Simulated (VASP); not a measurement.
# SiC (P1) in VASP: electric field gradients with PBEsol

Aim: the electric field gradients of SiC with PBEsol.

All numbers are computed with VASP 6.6.1; they aren't measurements. Logs are shortened: lines on timing, memory, paths and dates and some standing lists are left out, and cuts for length are marked.

## Step 1: The cell of the first run

The typed cell holds 4 atoms: a = 3.077 Å, b = 3.116 Å, c = 5.049 Å, α = 90.62°, β = 91.71°, γ = 121.27°.

## Step 2: Electric field gradients, PBEsol (equal xy, yz and zx shear strains of -3 %)

INCAR reads:

```
ALGO = Normal ; EDIFF = 1E-8
ENCUT = 520 ; GGA = PS
ISIF = 2 ; ISMEAR = -1
LASPH = True ; LCHARG = False
LEFG = True ; LREAL = False
LWAVE = False ; NBANDS = 16
NELM = 100 ; PREC = Accurate
SIGMA = 0.08
```

KPOINTS reads:

```
k-points
0
Gamma
  15 15 8
```

POSCAR reads:

```
SiC
1.0
    3.0759982064     -0.0461399731     -0.0461399731
   -1.5779574920      2.6869625754     -0.0168884023
   -0.0757200000     -0.0757200000      5.0480000000
Si C
2 2
Direct
    0.3333333333      0.6666666667      0.0000000000
    0.6666666667      0.3333333333      0.5000000000
    0.3333333333      0.6666666667      0.3850000000
    0.6666666667      0.3333333333      0.8850000000
```

Potentials or basis: VASP PAW PBE potentials, release 64 (Si, C).

Command:

```bash
$ cat potpaw_PBE.64/Si/POTCAR potpaw_PBE.64/C/POTCAR > POTCAR
$ mpirun -np 1 vasp_std > vasp.out
```

OUTCAR:

```text
EDIFF = 1E-8
   ENCUT = 520
   GGA = PS
   ISIF = 2
   ISMEAR = -1
   LASPH = True
   LREAL = False
   NELM = 100
   PREC = Accurate

 ion  position               nearest neighbor table
   1  0.333  0.667  0.000-   4 1.82   4 1.89   4 1.90   3 1.94   2 3.01   2 3.04   2 3.08   2 3.12
                             2 3.13   2 3.13
   2  0.667  0.333  0.500-   3 1.85   3 1.87   3 1.88   4 1.94   1 3.01   1 3.04   1 3.08   1 3.12
                             1 3.13   1 3.13
   3  0.333  0.667  0.385-   2 1.85   2 1.87   2 1.88   1 1.94
   4  0.667  0.333  0.885-   1 1.82   1 1.89   1 1.90   2 1.94

  LATTYP: Found a triclinic cell.
 ALAT       =     3.0367816146
 B/A-ratio  =     1.0131417463
 C/A-ratio  =     1.6626601162
 COS(alpha) =     0.0297616073
 COS(beta)  =     0.0411893908
 COS(gamma) =     0.4804578458

  Lattice vectors:

 A1 = (   1.4980407144,   2.6408226023,  -0.0630283754)
 A2 = (   3.0759982064,  -0.0461399731,  -0.0461399731)
 A3 = (   0.0757200000,   0.0757200000,  -5.0480000000)

Analysis of symmetry for initial positions (statically):
=====================================================================
 Subroutine PRICEL returns:
 Original cell was already a primitive cell.

 Routine SETGRP: Setting up the symmetry group for a
 triclinic supercell.

 Subroutine GETGRP returns: Found  1 space group operations
 (whereof  1 operations were pure point group operations)
 out of a pool of  2 trial point group operations.

The static configuration has the point symmetry C_1 .

Analysis of symmetry for dynamics (positions and initial velocities):
=====================================================================
 Subroutine PRICEL returns:
 Original cell was already a primitive cell.

 Routine SETGRP: Setting up the symmetry group for a
 triclinic supercell.

 Subroutine GETGRP returns: Found  1 space group operations
 (whereof  1 operations were pure point group operations)
 out of a pool of  2 trial point group operations.

The dynamic configuration has the point symmetry C_1 .
[... 145 lines left out ...]
  ---------------------------------------------------
  free energy    TOTEN  =       -31.71854155 eV

  energy without entropy =      -31.71854152  energy(sigma->0) =      -31.71854153

 E-fermi :   9.4850     XC(G=0): -11.5016

 val. band max:        8.4504320197   @ k =   0.0000   0.0000   0.0000
 cond. band min:      10.5395172358   @ k =   0.4667   0.0000  -0.0000
 fundamental gap:      2.0890852161
 Fermi energy:         9.4850296548

 k-point     1 :       0.0000    0.0000    0.0000
  band No.  band energies     occupation
      1      -7.3853      2.00000
      2      -3.8383      2.00000
      3      -0.3960      2.00000
      4       6.6975      2.00000
      5       6.9063      2.00000
      6       8.0026      2.00000
[... 433 lines left out ...]
      3      -0.1065      2.00000
      4       5.2784      2.00000
      5       6.3062      2.00000
      6       7.0222      2.00000
[... 8 lines left out ...]
     15      17.6871      0.00000
     16      18.0174      0.00000

 [... further k-points ...]

------------------------ aborting loop because EDIFF is reached ----------------------------------------

  FORCE on cell =-STRESS in cart. coord.  units (eV):
  Direction    XX          YY          ZZ          XY          YZ          ZX
  --------------------------------------------------------------------------------------
  -------------------------------------------------------------------------------------
  Total        0.6849778      0.6859125     -0.6441584      1.8850564      1.2751607      1.2788712
  in kB       26.5497921     26.5860230    -24.9676277     73.0649309     49.4253280     49.5691454
  external PRESSURE =       9.3893958 kB  Pullay stress =       0.0000000 kB

 VOLUME and BASIS-vectors are now :
 -----------------------------------------------------------------------------
  energy-cutoff  :      520.00
  volume of cell :       41.34
      direct lattice vectors                 reciprocal lattice vectors
     3.075998206 -0.046139973 -0.046139973     0.328105918  0.192734033  0.007812599
    -1.577957492  2.686962575 -0.016888402     0.005719220  0.375562088  0.005719220
    -0.075720000 -0.075720000  5.048000000     0.003018104  0.003018104  0.198188800

 POSITION                                       TOTAL-FORCE (eV/Angst)
 -----------------------------------------------------------------------------------
     -0.02664      1.77593     -0.02664         0.526727      0.229550      0.788218
      1.48682      0.82703      2.48761        -0.101845      0.190401      0.751821
     -0.05579      1.74678      1.91684         0.165876     -0.190290     -0.747658
      1.45767      0.79788      4.43109        -0.590758     -0.229661     -0.792381
 -----------------------------------------------------------------------------------
    total drift:                               -0.000139     -0.000043      0.000219

  FREE ENERGIE OF THE ION-ELECTRON SYSTEM (eV)
  ---------------------------------------------------
  free  energy   TOTEN  =       -31.7185415513 eV

  energy  without entropy=      -31.7185415174  energy(sigma->0) =      -31.71854153

 Electric field gradients (V/A^2)
---------------------------------------------------------------------
 ion       V_xx      V_yy      V_zz      V_xy      V_xz      V_yz
---------------------------------------------------------------------
   1     -13.408    -4.148    17.556    -8.646    -4.650    -0.075
   2      -4.122   -13.028    17.151     0.429     4.659     0.091
   3      -0.865    -2.030     2.895    -2.497    -1.611    -2.112
   4      -1.961    -1.009     2.970    -3.548    -2.654    -2.151
---------------------------------------------------------------------

 Electric field gradients after diagonalization (V/A^2)
 (convention: |V_zz| > |V_xx| > |V_yy|)
----------------------------------------------------------------------
 ion       V_xx      V_yy      V_zz     asymmetry (V_yy - V_xx)/ V_zz
----------------------------------------------------------------------
   1      18.309     0.724   -19.033       0.924
   2     -13.050    -5.078    18.127       0.440
   3       3.799     1.116    -4.915       0.546
   4       4.231     2.089    -6.320       0.339
----------------------------------------------------------------------

           NMR quadrupolar parameters

 Cq : quadrupolar parameter    Cq=e*Q*V_zz/h
 eta: asymmetry parameters     (V_yy - V_xx)/ V_zz
 Q  : nuclear electric quadrupole moment in mb (millibarn)
----------------------------------------------------------------------
 ion       Cq(MHz)       eta       Q (mb)
----------------------------------------------------------------------
   1      -0.046       0.924       1.000
   2       0.044       0.440       1.000
   3      -0.012       0.546       1.000
   4      -0.015       0.339       1.000
----------------------------------------------------------------------
```

OSZICAR:

```text
N       E                     dE             d eps       ncg     rms          rms(c)
DAV:   1     0.232637191020E+02    0.23264E+02   -0.71218E+03 28840   0.894E+02
DAV:   2    -0.328831086836E+02   -0.56147E+02   -0.51245E+02 40776   0.158E+02
DAV:   3    -0.353434336136E+02   -0.24603E+01   -0.24508E+01 38072   0.303E+01
DAV:   4    -0.353612905238E+02   -0.17857E-01   -0.17854E-01 35568   0.317E+00
DAV:   5    -0.353614637371E+02   -0.17321E-03   -0.17321E-03 38240   0.295E-01    0.124E+01
DAV:   6    -0.318544843396E+02    0.35070E+01   -0.60193E+00 36776   0.151E+01    0.570E+00
DAV:   7    -0.317506946073E+02    0.10379E+00   -0.10487E+00 41888   0.598E+00    0.242E+00
DAV:   8    -0.317218719328E+02    0.28823E-01   -0.54638E-02 33688   0.143E+00    0.589E-01
DAV:   9    -0.317183911919E+02    0.34807E-02   -0.69586E-03 37632   0.561E-01    0.115E-01
DAV:  10    -0.317185340927E+02   -0.14290E-03   -0.69809E-04 35064   0.159E-01    0.537E-02
DAV:  11    -0.317185417494E+02   -0.76567E-05   -0.33841E-05 37336   0.428E-02    0.123E-02
DAV:  12    -0.317185414725E+02    0.27692E-06   -0.32716E-06 36560   0.121E-02    0.461E-03
DAV:  13    -0.317185415488E+02   -0.76317E-07   -0.90318E-07 38352   0.587E-03    0.227E-03
DAV:  14    -0.317185415513E+02   -0.24338E-08   -0.66535E-08 35472   0.174E-03
   1 F= -.31718542E+02 E0= -.31718542E+02  d E =-.338974E-07
```

Wall time 7.5 min (1 thread of Intel Xeon Platinum 8259CL at 2.50GHz (Skylake/Cascade Lake), shared host); peak memory 0.55 GiB.

Results:

```yaml
Free_energy: -31.7185 eV
Pressure: 0.9 GPa
Largest_force: 1.015 eV/Å
Band_gap_on_the_k_mesh: 2.09 eV (least direct gap 3.83 eV)
Largest_electric_field_gradient_by_atom: Si -19.0, +18.1; C -4.9, -6.3 V/Å²
```

Forces in eV/Å, atoms in the order of the input:
```
Si   0.527  0.230  0.788
Si  -0.102  0.190  0.752
C    0.166 -0.190 -0.748
C   -0.591 -0.230 -0.792
```

Stress tensor (GPa, compression positive):
```
 2.65  7.31  4.96
 7.31  2.66  4.94
 4.96  4.94 -2.50
```

Electric field gradients, principal values (V/Å²):
| atom | least | middle | greatest (by size) |
| --- | --- | --- | --- |
| 1 Si | 0.724 | 18.309 | -19.033 |
| 2 Si | -5.078 | -13.050 | 18.127 |
| 3 C | 1.116 | 3.799 | -4.915 |
| 4 C | 2.089 | 4.231 | -6.320 |

Caveat: the cell differs from its parent crystal (equal xy, yz and zx shear strains of -3 %); without QUAD_EFG the Cq values of the log hold for a quadrupole moment of 1 mb, not for the nuclei; the PAW data sets were made with another functional, which shifts forces and pressure a little; an odd mesh through Γ misses points on the zone boundary, where band edges can lie.
